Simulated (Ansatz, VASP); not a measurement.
# GaSb: VASP beside Ansatz

Contents of INCAR:

```
ALGO     = Normal         # electronic algorithm
EDIFF    = 1E-7           # SCF threshold, eV
ENCUT    = 520            # plane-wave cutoff, eV
GGA      = RE             # functional
ISIF     = 2              # what is computed and relaxed
ISMEAR   = -1             # smearing method
LASPH    = T              # aspherical terms in the spheres
LCHARG   = F              # write CHGCAR
LREAL    = F              # projectors in reciprocal space
LWAVE    = F              # write WAVECAR
NBANDS   = 16             # bands
NELM     = 80             # most SCF steps
PREC     = Accurate       # precision mode
SIGMA    = 0.05           # smearing width, eV
```

KPOINTS

```
k-points
0
Gamma
  4 4 4
```

Contents of POSCAR:

```
GaSb
1.0
    0.0000000000      3.0590000000      3.0590000000
    3.0590000000      0.0000000000      3.0590000000
    3.0590000000      3.0590000000      0.0000000000
Sb Ga
1 1
Direct
    0.7500000000      0.7500000000      0.7500000000
    0.0000000000      0.0000000000      0.0000000000
```

input.yaml

```yaml
crystal:
  lattice:
    - [0.0, 3.059, 3.059]
    - [3.059, 0.0, 3.059]
    - [3.059, 3.059, 0.0]
  atoms:
    - { symbol: Sb, position: [0.75, 0.75, 0.75] }
    - { symbol: Ga, position: [0.0, 0.0, 0.0] }
hamiltonian:
  xc: revpbe
  pseudopotentials: { kind: paw }
kpoints:
  mp_grid: { grid: [4, 4, 4] }
scf:
  occupations: { method: fermi_dirac, width: 0.05 }
  n_extra_bands: 6
output:
  forces: true
  stress: true
  eigenvalues: true
  dos: { projected: true, de: 0.05, nscf_kmesh: { grid: [6, 6, 6] } }
```

Alike in both runs: functional revPBE; k mesh 4 × 4 × 4; occupations fermi-dirac, width 0.05 eV; no spin polarisation.

```csv
,VASP,Ansatz
version,VASP 6.6.1,Ansatz 0.2.0
potentials or method,"VASP PAW PBE potentials, release 64 (Sb, Ga_d)",Ansatz PAW
plane-wave cutoff (eV),520,420
valence electrons in the cell,18,28
task,single point,projected density of states
```

Ansatz gave:

| Quantity | Value |
| --- | --- |
| gap on the k mesh at the Fermi level (eV) | 0.10 |
| least direct gap on the mesh (eV) | 0.10 |
| pressure (GPa) | 3.9 |

Question: Estimate VASP's values.

Answer: gap on the k mesh at the Fermi level (eV): 0.10; least direct gap on the mesh (eV): 0.10; pressure (GPa): 4.0.

VASP's potentials were made for PBE, not for revPBE. VASP's potentials hold 18 valence electrons a cell and Ansatz's 28, so a difference there can come from the potentials and not from the codes.

The k mesh is coarse, so the values compare programs but aren't converged. Spin-orbit coupling is off throughout.
